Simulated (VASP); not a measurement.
WC, 2 atoms in the cell. Symmetry: Fm-3m, No. 225, cubic system. The conventional cell has a = 4.561 Å, b = 4.561 Å, c = 4.561 Å, α = 90.00°, β = 90.00°, γ = 90.00°. W (site symmetry m-3m) has 6 C at 2.28 Å within 3.0 Å. C (site symmetry m-3m) has 6 W at 2.28 Å within 3.0 Å.  This cell differs from its parent crystal: strained.

```yaml
Program: VASP 6.6.1
Task: single point
Functional: PBEsol
Potentials_or_basis: VASP PAW PBE potentials, release 64 (W_sv, C)
Cutoff: 600 eV
k_mesh: 16 × 16 × 16
Occupations: gaussian, width 0.1 eV
Spin: no spin polarisation
Dipole_correction: no
Further_INCAR_settings: ALGO = Normal; EDIFF = 1e-06; NBANDS = 16
```

Potentials or basis: VASP PAW PBE potentials, release 64 (W_sv, C).

The run is started by

```sh
$ cat potpaw_PBE.64/W_sv/POTCAR potpaw_PBE.64/C/POTCAR > POTCAR
$ mpirun -np 1 vasp_std > vasp.out
```

Hardware: 1 thread of Intel(R) Xeon(R) 6975P-C (Granite Rapids), with other jobs on the host.

Task: How long does it take, and how much memory?

Result: Wall time 40 s on 1 thread of Intel(R) Xeon(R) 6975P-C (Granite Rapids), on a shared host, peak memory 0.21 GiB. Counts: scf iterations 13, k points 145.
